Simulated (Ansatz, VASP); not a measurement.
# MoS2 in VASP and in Ansatz

```xyz
3
Lattice="3.1985 0.0000 0.0000 -1.5993 2.7700 0.0000 0.0000 0.0000 6.2559" Properties=species:S:1:pos:R:3 pbc="T T T"
Mo    0.0000    0.0000    3.1279
S     0.0000    1.8467    1.5972
S     1.5993    0.9233    4.6586
```

Alike in both runs: task single point; functional PBEsol; k mesh 10 × 10 × 5; occupations gaussian, width 0.05 eV; no spin polarisation.

|  | VASP | Ansatz |
| --- | --- | --- |
| version | VASP 6.6.1 | Ansatz 0.2.0 |
| potentials or method | VASP PAW PBE potentials, release 64 (Mo_sv, S), cutoff 520 eV | plane waves, PAW |
| valence electrons in the cell | 26 | 26 |

|  | VASP | Ansatz | Ansatz less VASP |
| --- | --- | --- | --- |
| pressure (GPa) | 0.3 | 0.3 | 0.00 |
| traceless stress, the component that is largest in VASP (GPa) | 3.11 | 3.08 | -0.021 |

VASP's potentials were made for PBE, not for PBEsol.
